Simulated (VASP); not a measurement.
Input of a VASP 6.6.1 run:

The input INCAR:

```
PREC     = Accurate       # precision mode
ENCUT    = 520            # plane-wave cutoff, eV
EDIFF    = 1E-7           # SCF threshold, eV
ISMEAR   = 0              # smearing method
SIGMA    = 0.15           # smearing width, eV
LREAL    = F              # projectors in reciprocal space
LASPH    = T              # aspherical terms in the spheres
NELM     = 80             # most SCF steps
ALGO     = Normal         # electronic algorithm
ISIF     = 2              # what is computed and relaxed
LWAVE    = F              # write WAVECAR
LCHARG   = F              # write CHGCAR
GGA      = PE             # functional
NBANDS   = 12             # bands
```

The input KPOINTS:

```
Automatic mesh
0
Gamma
  22 22 22
```

The input POSCAR:

```
Zn
1.0
    0.0000000000      1.8534389407      1.8534389407
    1.8534389407      0.0000000000      1.8534389407
    1.8534389407      1.8534389407      0.0000000000
Zn
1
Direct
    0.0000000000      0.0000000000      0.0000000000
```

Potentials or basis: VASP PAW PBE potentials, release 64 (Zn).

The run is started by

```sh
$ cat potpaw_PBE.64/Zn/POTCAR > POTCAR
$ mpirun -np 1 vasp_std > vasp.out
```

Task: What does it give for the pressure?

Result: 19.6 GPa.

Task: What does it give for the band gap on the k mesh?

Result: Zero (band 6 reaches 6.40 eV, above the bottom of band 7 at 3.40 eV).
